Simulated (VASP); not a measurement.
Here is a VASP 6.6.1 calculation.

Contents of POSCAR:

```
Te
1.0
    4.6324895870      0.0000000000      0.0000000000
   -2.3162447935      4.0118536651      0.0000000000
    0.0000000000      0.0000000000      5.8869033494
Te
3
Direct
    0.2535874851      0.0000000000      0.3333333333
    1.0000000000      0.2535874851      0.6666666667
    0.7464125149      0.7464125149      0.0000000000
```

File INCAR.step1:

```
SYSTEM = Te
PREC = Accurate
ENCUT = 550
ISMEAR = 0
SIGMA = 0.2
LREAL = .FALSE.
LASPH = .TRUE.
NELM = 120
NBANDS = 16
GGA = PE
ALGO = Normal
EDIFF = 1E-5
LWAVE = .TRUE.
LCHARG = .FALSE.
GGA_COMPAT = .FALSE.
```

INCAR.step2

```
SYSTEM = Te
PREC = Accurate
ENCUT = 550
EDIFF = 1E-6
ISMEAR = 0
SIGMA = 0.2
LREAL = .FALSE.
LASPH = .TRUE.
NELM = 120
ALGO = Normal
ISIF = 2
LWAVE = .FALSE.
LCHARG = .TRUE.
METAGGA = R2SCAN
LMIXTAU = .TRUE.
LELF = .TRUE.
LVHAR = .TRUE.
NBANDS = 16
ISTART = 1
GGA_COMPAT = .FALSE.
```

KPOINTS

```
Automatic mesh
0
G
  8 8 6
  0 0 0
```

Potentials or basis: VASP PAW PBE potentials, release 64 (Te).

Command:

```console
$ cat potpaw_PBE.64/Te/POTCAR > POTCAR
$ cp INCAR.step1 INCAR
$ mpirun -np 1 vasp_std > vasp.out
$ cp INCAR.step2 INCAR
$ mpirun -np 1 vasp_std > vasp.out
```

Question: Predict the pressure.

Answer: 0.0 GPa.

Question: Predict the band gap on the k mesh.

Answer: 0.78 eV.

Stress tensor (GPa, compression positive):
```
-0.02  0.00  0.00
 0.00 -0.02  0.00
 0.00  0.00  0.13
```

Caveat: the PAW data sets were made with another functional, which shifts forces and pressure a little; spin-orbit coupling is left out, which moves the levels of the heavy elements. A k mesh can miss the band edges.
